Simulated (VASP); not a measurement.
MnO, 2 atoms in the cell. It takes space group Pm-3m (No. 221, cubic). The conventional cell has a = 2.672 Å, b = 2.672 Å, c = 2.672 Å, α = 90.00°, β = 90.00°, γ = 90.00°. Mn (site symmetry m-3m) has 8 O at 2.31 Å and 6 Mn at 2.67 Å within 3.1 Å. O (site symmetry m-3m) has 8 Mn at 2.31 Å and 6 O at 2.67 Å within 3.1 Å. 

```yaml
Program: VASP 6.6.1
Task: single point
Functional: PBE
Potentials_or_basis: VASP PAW PBE potentials, release 64 (Mn_pv, O)
Cutoff: 520 eV
k_mesh: 10 × 10 × 10
Occupations: fermi-dirac, width 0.05 eV
Spin: collinear spin, ferromagnetic start
Starting_moments: "[4.0, 0.0] μB"
Dipole_correction: no
Further_INCAR_settings: ALGO = Normal; EDIFF = 1e-07; NBANDS = 20
```

Potentials or basis: VASP PAW PBE potentials, release 64 (Mn_pv, O).

Command:

```console
$ cat potpaw_PBE.64/Mn_pv/POTCAR potpaw_PBE.64/O/POTCAR > POTCAR
$ mpirun -np 1 vasp_std > vasp.out
```

Hardware: 1 thread of Intel Xeon 8259CL, with other jobs on the host.

Q: How long does it take, and how much memory?

A: Wall time 52 s on 1 thread of Intel Xeon 8259CL, with other jobs on the host, peak memory 0.15 GiB. Counts: scf iterations 15, k points 56.
